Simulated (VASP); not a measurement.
# W (Pm-3m) in VASP: a series of runs

The runs below take W through single point, with PBEsol.

Everything below comes from runs of VASP 6.6.1. Logs are shortened: lines on timing, memory, paths and dates and some standing lists are left out, and cuts for length are marked.

## (1) The cell of the first run

Symmetry: Pm-3m, No. 221, cubic system. The conventional cell has a = 2.138 Å, b = 2.138 Å, c = 2.138 Å, α = 90.00°, β = 90.00°, γ = 90.00°. W (site symmetry m-3m) has 6 W at 2.14 Å within 2.8 Å.

## (2) Single point, PBEsol (volume scaled by 0.55)

Contents of INCAR:

```
  PREC = Accurate
  ENCUT = 520
  EDIFF = 1E-7
  ISMEAR = -1
  SIGMA = 0.1
  LREAL = F
  LASPH = T
  NELM = 80
  ALGO = Normal
  ISIF = 2
  LWAVE = F
  LCHARG = F
  GGA = PS
  NBANDS = 13
```

Contents of KPOINTS:

```
regular mesh
0
Gamma
  16 16 16
```

Contents of POSCAR:

```
W
1.0
    2.1380264270      0.0000000000      0.0000000000
    0.0000000000      2.1380264270      0.0000000000
    0.0000000000      0.0000000000      2.1380264270
W
1
Direct
    0.0000000000      0.0000000000      0.0000000000
```

Potentials or basis: VASP PAW PBE potentials, release 64 (W_sv).

The run is started by

```console
$ cat potpaw_PBE.64/W_sv/POTCAR > POTCAR
$ mpirun -np 1 vasp_std > vasp.out
```

OUTCAR:

```text
PREC = Accurate
   ENCUT = 520
   EDIFF = 1E-7
   ISMEAR = -1
   LREAL = F
   LASPH = T
   NELM = 80
   ISIF = 2
   GGA = PS

 ion  position               nearest neighbor table
   1  0.000  0.000  0.000-

  LATTYP: Found a simple cubic cell.
 ALAT       =     2.1380264270

  Lattice vectors:

 A1 = (   2.1380264270,   0.0000000000,   0.0000000000)
 A2 = (   0.0000000000,   2.1380264270,   0.0000000000)
 A3 = (   0.0000000000,   0.0000000000,   2.1380264270)

Analysis of symmetry for initial positions (statically):
=====================================================================
 Subroutine PRICEL returns:
 Original cell was already a primitive cell.

 Routine SETGRP: Setting up the symmetry group for a
 simple cubic supercell.

 Subroutine GETGRP returns: Found 48 space group operations
 (whereof 48 operations were pure point group operations)
 out of a pool of 48 trial point group operations.

The static configuration has the point symmetry O_h .

Analysis of symmetry for dynamics (positions and initial velocities):
=====================================================================
 Subroutine PRICEL returns:
 Original cell was already a primitive cell.

 Routine SETGRP: Setting up the symmetry group for a
 simple cubic supercell.

 Subroutine GETGRP returns: Found 48 space group operations
 (whereof 48 operations were pure point group operations)
 out of a pool of 48 trial point group operations.

The dynamic configuration has the point symmetry O_h .

 Subroutine INISYM returns: Found 48 space group operations
 (whereof 48 operations are pure point group operations),
 and found     1 'primitive' translations

----------------------------------------------------------------------------------------

                                     Primitive cell

  volume of cell :       9.7733

  direct lattice vectors                    reciprocal lattice vectors
     2.138026427  0.000000000  0.000000000     0.467721066  0.000000000  0.000000000
     0.000000000  2.138026427  0.000000000     0.000000000  0.467721066  0.000000000
     0.000000000  0.000000000  2.138026427     0.000000000  0.000000000  0.467721066

  length of vectors
     2.138026427  2.138026427  2.138026427     0.467721066  0.467721066  0.467721066

  position of ions in fractional coordinates (direct lattice)
     0.000000000  0.000000000  0.000000000

  ion indices of the primitive-cell ions
   primitive index   ion index
                 1           1

----------------------------------------------------------------------------------------

 KPOINTS: regular mesh

Automatic generation of k-mesh.
 Grid dimensions read from file:
 generate k-points for:   16   16   16

 Generating k-lattice:

  Cartesian coordinates                     Fractional coordinates (reciprocal lattice)
     0.029232567  0.000000000  0.000000000     0.062500000  0.000000000  0.000000000
     0.000000000  0.029232567  0.000000000     0.000000000  0.062500000  0.000000000
     0.000000000  0.000000000  0.029232567     0.000000000  0.000000000  0.062500000

  Length of vectors
     0.029232567  0.029232567  0.029232567

  Shift w.r.t. Gamma in fractional coordinates (k-lattice)
     0.000000000  0.000000000  0.000000000

 Subroutine IBZKPT returns following result:
 ===========================================

 Found    165 irreducible k-points:

 Following reciprocal coordinates:
            Coordinates               Weight
  0.000000  0.000000  0.000000      1.000000
  0.062500  0.000000  0.000000      6.000000
  0.125000  0.000000  0.000000      6.000000
  0.187500  0.000000  0.000000      6.000000
  0.250000  0.000000  0.000000      6.000000
  0.312500  0.000000  0.000000      6.000000
[... 16 lines left out ...]
  0.437500  0.125000  0.000000     24.000000
  0.500000  0.125000  0.000000     12.000000
 [... further k-points ...]
   k-points           NKPTS =    165   k-points in BZ     NKDIM =    165   number of bands    NBANDS=     13
   number of dos      NEDOS =    301   number of ions     NIONS =      1
   total plane-waves  NPLWV =   4096
   dimension x,y,z NGX =    16 NGY =   16 NGZ =   16
   dimension x,y,z NGXF=    32 NGYF=   32 NGZF=   32
   ions per type =               1
   NGX,Y,Z   is equivalent  to a cutoff of  12.44, 12.44, 12.44 a.u.
   NGXF,Y,Z  is equivalent  to a cutoff of  24.88, 24.88, 24.88 a.u.
 SYSTEM =  unknown system
   PREC   = accura    normal or accurate (medium, high low for compatibility)
   ISTART =      0    job   : 0-new  1-cont  2-samecut
   ICHARG =      2    charge: 1-file 2-atom 10-const
   ISPIN  =      1    spin polarized calculation?
   LNONCOLLINEAR =      F non collinear calculations
   LSORBIT =      F    spin-orbit coupling
   LASPH  =      T    aspherical Exc in radial PAW
   ENCUT  =  520.0 eV  38.22 Ry    6.18 a.u.   3.98  3.98  3.98*2*pi/ulx,y,z
   NELM   =     80;   NELMIN=  2; NELMDL= -5     # of ELM steps
   EDIFF  = 0.1E-06   stopping-criterion for ELM
   LREAL  =      F    real-space projection
   EDIFFG = 0.1E-05   stopping-criterion for IOM
   NSW    =      0    number of steps for IOM
   IBRION =     -1    ionic relax: 0-MD 1-quasi-New 2-CG
   NFREE  =      0    steps in history (QN), initial steepest desc. (CG)
   ISIF   =      2    stress and relaxation
   ISYM   =      2    0-nonsym 1-usesym 2-fastsym
   POTIM  = 0.5000    time-step for ionic-motion
   TEBEG  =    0.0;   TEEND  =   0.0 temperature during run
   PSTRESS=    0.0 pullay stress
   NELECT =      14.0000    total number of electrons
   NUPDOWN=      -1.0000    fix difference up-down
   EMIN   =  10.00;   EMAX   =-10.00  energy-range for DOS
   EFERMI =   0.00;   METHOD = LEGACY
   ISMEAR =    -1;   SIGMA  =   0.10  broadening in eV -4-tet -1-fermi 0-gaus
   EFERMI_NEDOS =   21; number of points for ismear=-14 and -15
   IALGO  =     38    algorithm
   IMIX   =      4    mixing-type and parameters
     AMIX     =   0.40;   BMIX     =  1.00
     AMIX_MAG =   1.60;   BMIX_MAG =  1.00
  volume/ion in A,a.u.               =       9.77        65.95
  Fermi-wavevector in a.u.,A,eV,Ry     =   1.845459  3.487412 46.337627  3.405720
  Thomas-Fermi vector in A             =   2.896717
   LORBIT       =      0    0 simple, 1 ext, 2 COOP (PROOUT), +10 PAW based schemes
   GGA     = PS    functional components
   LHFCALC =     F    Hartree Fock is set to
   AEXX    =    0.0000 exact exchange contribution
   IVDW    =     0    specifies the selected vdW correction
   LEPSILON=     F    determine dielectric tensor
   LRPA    =     F    only Hartree local field effects (RPA)
 non-spin polarized calculation
  energy-cutoff  :      520.00
  volume of cell :        9.77
 maximum number of plane-waves:       280
 NGX is ok and might be reduce to    16
   NGX =  7   NGY =  7   NGZ =  7

 number of electron      13.9999994 magnetization

 Free energy of the ion-electron system (eV)
  ---------------------------------------------------
  ext. energy  EPLUGINS =         0.00000000
  ---------------------------------------------------
  free energy    TOTEN  =        -4.98312996 eV

  energy without entropy =       -4.96089169  energy(sigma->0) =       -4.97201082

 E-fermi :  19.8437     XC(G=0): -16.5733

 val. band max:       19.8127054348   @ k =   0.4375   0.2500   0.1875
 cond. band min:      19.8448335928   @ k =   0.4375   0.1875   0.0625
 fundamental gap:      0.0321281580
 Fermi energy:        19.8436802350

 k-point     1 :       0.0000    0.0000    0.0000
  band No.  band energies     occupation
      1     -55.7470      2.00000
      2     -16.6724      2.00000
      3     -16.6724      2.00000
      4     -16.6724      2.00000
      5       8.3572      2.00000
      6      10.3285      2.00000
      7      10.3285      2.00000
      8      29.9196      0.00000
      9      29.9196      0.00000
     10      29.9196      0.00000
     11      41.3007      0.00000
     12      41.3007      0.00000
     13      41.3007      0.00000

 k-point     2 :       0.0625    0.0000    0.0000
  band No.  band energies     occupation
      1     -55.7122      2.00000
      2     -17.0180      2.00000
      3     -16.6452      2.00000
      4     -16.6452      2.00000
      5       8.6181      2.00000
      6      10.3980      2.00000
      7      10.7759      2.00000
      8      29.2488      0.00000
      9      29.2488      0.00000
     10      29.9615      0.00000
     11      40.2276      0.00000
     12      41.9544      0.00000
     13      41.9544      0.00000

 k-point     3 :       0.1250    0.0000    0.0000
  band No.  band energies     occupation
      1     -55.6126      2.00000
      2     -17.9412      2.00000
      3     -16.5671      2.00000
      4     -16.5671      2.00000
      5       9.1676      2.00000
      6      10.6002      2.00000
      7      12.2091      2.00000
      8      27.6675      0.00000
      9      27.6675      0.00000
     10      30.0821      0.00000
     11      38.0078      0.00000
     12      43.4332      0.00000
     13      43.4332      0.00000
[... 305 lines left out ...]
 k-point    23 :       0.4375    0.1250    0.0000
  band No.  band energies     occupation
      1     -54.6925      2.00000
      2     -23.0838      2.00000
      3     -17.1090      2.00000
      4     -15.8462      2.00000
      5      12.9242      2.00000
      6      14.6622      2.00000
      7      16.1003      2.00000
      8      20.9238      0.00004
      9      24.0885      0.00000
     10      29.1734      0.00000
     11      36.7990      0.00000
     12      37.9404      0.00000
     13      45.5760      0.00000

 k-point    24 :       0.5000    0.1250    0.0000
  band No.  band energies     occupation
      1     -54.6540      2.00000
      2     -23.2872      2.00000
      3     -17.0737      2.00000
      4     -15.8158      2.00000
      5      13.0888      2.00000
      6      15.2725      2.00000
      7      15.3965      2.00000
      8      20.6857      0.00044
      9      24.1148      0.00000
     10      29.2348      0.00000
     11      36.7568      0.00000
     12      39.1386      0.00000
     13      46.9702      0.00000

 [... further k-points ...]

------------------------ aborting loop because EDIFF is reached ----------------------------------------

  FORCE on cell =-STRESS in cart. coord.  units (eV):
  Direction    XX          YY          ZZ          XY          YZ          ZX
  --------------------------------------------------------------------------------------
  -------------------------------------------------------------------------------------
  Total       29.8556429     29.8556429     29.8556429     -0.0000000      0.0000000      0.0000000
  in kB     4894.3813333   4894.3813333   4894.3813333     -0.0000000      0.0000000      0.0000000
  external PRESSURE =    4894.3813333 kB  Pullay stress =       0.0000000 kB

 VOLUME and BASIS-vectors are now :
 -----------------------------------------------------------------------------
  energy-cutoff  :      520.00
  volume of cell :        9.77
      direct lattice vectors                 reciprocal lattice vectors
     2.138026427  0.000000000  0.000000000     0.467721066  0.000000000  0.000000000
     0.000000000  2.138026427  0.000000000     0.000000000  0.467721066  0.000000000
     0.000000000  0.000000000  2.138026427     0.000000000  0.000000000  0.467721066

 POSITION                                       TOTAL-FORCE (eV/Angst)
 -----------------------------------------------------------------------------------
      0.00000      0.00000      0.00000         0.000000      0.000000      0.000000
 -----------------------------------------------------------------------------------
    total drift:                                0.000000     -0.000000      0.000000

  FREE ENERGIE OF THE ION-ELECTRON SYSTEM (eV)
  ---------------------------------------------------
  free  energy   TOTEN  =        -4.9831299577 eV

  energy  without entropy=       -4.9608916871  energy(sigma->0) =       -4.97201082
```

Run time: 4 s. Hardware: 1 thread of Intel Xeon 6975P-C (Granite Rapids), shared host; peak memory 0.13 GiB.

Results:

- Free energy: -4.9831 eV
- Pressure: 489.4 GPa
- Band gap on the k mesh: zero (band 7 reaches 22.92 eV, above the bottom of band 8 at 17.80 eV)

Levels at points of the mesh, in eV from the Fermi level:
| k point | band 5 | band 6 | band 7 | band 8 | band 9 | band 10 |
| --- | --- | --- | --- | --- | --- | --- |
| (0.00, 0.00, 0.00) | -11.49 | -9.52 | -9.52 | 10.08 | 10.08 | 10.08 |
| (0.50, 0.00, 0.00) | -7.35 | -6.63 | 0.30 | 0.59 | 0.59 | 11.27 |
| (0.50, 0.50, 0.00) | -13.01 | -4.39 | 2.61 | 2.61 | 9.48 | 9.48 |
| (0.50, 0.50, 0.50) | -9.63 | -9.63 | -9.63 | 4.47 | 17.51 | 17.51 |

Caveat: the PAW data sets were made with another functional, which shifts forces and pressure a little; spin-orbit coupling is left out, which moves the levels of the heavy elements.

## (3) Single point, PBEsol (volume scaled by 0.55)

Contents of INCAR:

```
SYSTEM = W
PREC = Accurate ; ENCUT = 520
EDIFF = 1E-6 ; ISMEAR = -1
SIGMA = 0.1 ; LREAL = .FALSE.
LASPH = .TRUE. ; NELM = 60
ALGO = Normal ; ISIF = 2
LWAVE = .FALSE. ; LCHARG = .FALSE.
GGA = PS ; NBANDS = 13
```

Contents of KPOINTS:

```
Automatic mesh
0
G
  16 16 16
  0 0 0
```

POSCAR is that of step 2.

Potentials or basis: VASP PAW PBE potentials, release 64 (W_sv).

The run is started by

```console
$ cat potpaw_PBE.64/W_sv/POTCAR > POTCAR
$ mpirun -np 1 vasp_std > vasp.out
```

OUTCAR:

```text
SYSTEM = W
   PREC = Accurate
   ENCUT = 520
   EDIFF = 1E-6
   ISMEAR = -1
   LREAL = .FALSE.
   LASPH = .TRUE.
   NELM = 60
   ISIF = 2
   GGA = PS

 ion  position               nearest neighbor table
   1  0.000  0.000  0.000-

  LATTYP: Found a simple cubic cell.
 ALAT       =     2.1380264270

  Lattice vectors:

 A1 = (   2.1380264270,   0.0000000000,   0.0000000000)
 A2 = (   0.0000000000,   2.1380264270,   0.0000000000)
[... 561 lines left out ...]
     11      36.7568      0.00000
     12      39.1386      0.00000
     13      46.9703      0.00000

 [... further k-points ...]

------------------------ aborting loop because EDIFF is reached ----------------------------------------

  FORCE on cell =-STRESS in cart. coord.  units (eV):
  Direction    XX          YY          ZZ          XY          YZ          ZX
  --------------------------------------------------------------------------------------
  -------------------------------------------------------------------------------------
  Total       29.8562221     29.8562221     29.8562221      0.0000000     -0.0000000     -0.0000000
  in kB     4894.4762807   4894.4762807   4894.4762807      0.0000000     -0.0000000     -0.0000000
  external PRESSURE =    4894.4762807 kB  Pullay stress =       0.0000000 kB

 VOLUME and BASIS-vectors are now :
 -----------------------------------------------------------------------------
  energy-cutoff  :      520.00
  volume of cell :        9.77
      direct lattice vectors                 reciprocal lattice vectors
     2.138026427  0.000000000  0.000000000     0.467721066  0.000000000  0.000000000
     0.000000000  2.138026427  0.000000000     0.000000000  0.467721066  0.000000000
     0.000000000  0.000000000  2.138026427     0.000000000  0.000000000  0.467721066

 POSITION                                       TOTAL-FORCE (eV/Angst)
 -----------------------------------------------------------------------------------
      0.00000      0.00000      0.00000         0.000000      0.000000      0.000000
 -----------------------------------------------------------------------------------
    total drift:                                0.000000     -0.000000      0.000000

  FREE ENERGIE OF THE ION-ELECTRON SYSTEM (eV)
  ---------------------------------------------------
  free  energy   TOTEN  =        -4.9831299731 eV

  energy  without entropy=       -4.9608920565  energy(sigma->0) =       -4.97201101
```

stdout:

```text
POSCAR found type information on POSCAR W
 POSCAR found :  1 types and       1 ions
 scaLAPACK will be used
 -----------------------------------------------------------------------------
|                                                                             |
|                                                                             |
|     You enforced a specific xc type in the INCAR file but a different       |
|     I HOPE YOU KNOW WHAT YOU ARE DOING!                                     |
|                                                                             |
 -----------------------------------------------------------------------------

 LDA part: xc-table for (Slater+PW92), standard interpolation
 POSCAR, INCAR and KPOINTS ok, starting setup
 FFT: planning ... GRIDC
 FFT: planning ... GRID_SOFT
 FFT: planning ... GRID
 WAVECAR not read
 entering main loop
```

Run time: 3.7 s. Hardware: 1 thread of Intel Xeon 6975P-C (Granite Rapids), shared host; peak memory 0.12 GiB.

Results:

```
Free energy            : -4.9831 eV
Pressure               : 489.4 GPa
Band gap on the k mesh : zero (band 7 reaches 22.92 eV, above the bottom of band 8 at 17.80 eV)
```

Caveat: the PAW data sets were made with another functional, which shifts forces and pressure a little; spin-orbit coupling is left out, which moves the levels of the heavy elements.
